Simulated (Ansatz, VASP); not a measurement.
SiO2: VASP beside Ansatz

```
Si O
1.0
     1.34276    0.77524    4.90050
    -1.34276    0.77524    4.90050
     0.00000   -1.55049    4.90050
Si O
1 2
Direct
  0.50000 0.50000 0.50000
  0.89567 0.89567 0.89567
  0.10433 0.10433 0.10433
```

Alike in both runs: functional PBE; dispersion D3(BJ); k mesh 12 × 12 × 12; occupations gaussian, width 0.02 eV; no spin polarisation.

Ansatz relaxed the structure, and its values are those at the end. VASP's run is a single point on that final structure, the one shown.

```csv
,VASP,Ansatz
version,VASP 6.6.1,Ansatz 0.2.0
potentials or method,"VASP PAW PBE potentials, release 64 (Si, O), cutoff 520 eV","scalar-relativistic, plane waves, PAW"
valence electrons in the cell,16,16
```

|  | VASP | Ansatz | Ansatz less VASP |
| --- | --- | --- | --- |
| gap on the k mesh at the Fermi level (eV) | 6.18 | 6.21 | +0.027 |
| least direct gap on the mesh (eV) | 6.57 | 6.59 | +0.017 |
| pressure (GPa) | 0.5 | 0.0 | -0.47 |
| rms of the force components (eV/Å) | 0.008 | 0.001 | -0.0062 |
